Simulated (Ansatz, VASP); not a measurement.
Two plane-wave programs on WS2

```
W S
1.0
     1.57900    0.91164    6.16333
    -1.57900    0.91164    6.16333
     0.00000   -1.82327    6.16333
W S
1 2
Direct
  0.00000 0.00000 0.00000
  0.24970 0.24970 0.24970
  0.41900 0.41900 0.41900
```

Alike in both runs: task relaxation of cell and atoms; functional LDA; k mesh 8 × 8 × 8; occupations fermi-dirac, width 0.02 eV; no spin polarisation.

|  | VASP | Ansatz |
| --- | --- | --- |
| version | VASP 6.6.1 | Ansatz 0.2.0 |
| potentials or method | VASP PAW LDA potentials, release 64 (W_sv, S), cutoff 600 eV | PAW plane waves |
| valence electrons in the cell | 26 | 26 |

|  | VASP | Ansatz | Ansatz less VASP |
| --- | --- | --- | --- |
| gap on the k mesh at the Fermi level, each at its own relaxed structure (eV) | 1.04 | 1.03 | -0.010 |
| relaxed volume (Å³/atom) | 17.17 | 17.14 | -0.032 |
| relaxed length of the cell vector where the two differ most in proportion (Å) | 6.325 | 6.322 | -0.0028 |

Ansatz warns that its potentials were made for another functional, while VASP's fit it. LDA's correlation is that of Perdew and Zunger in VASP and of Perdew and Wang (1992) in Ansatz.

Spin-orbit coupling is off throughout.
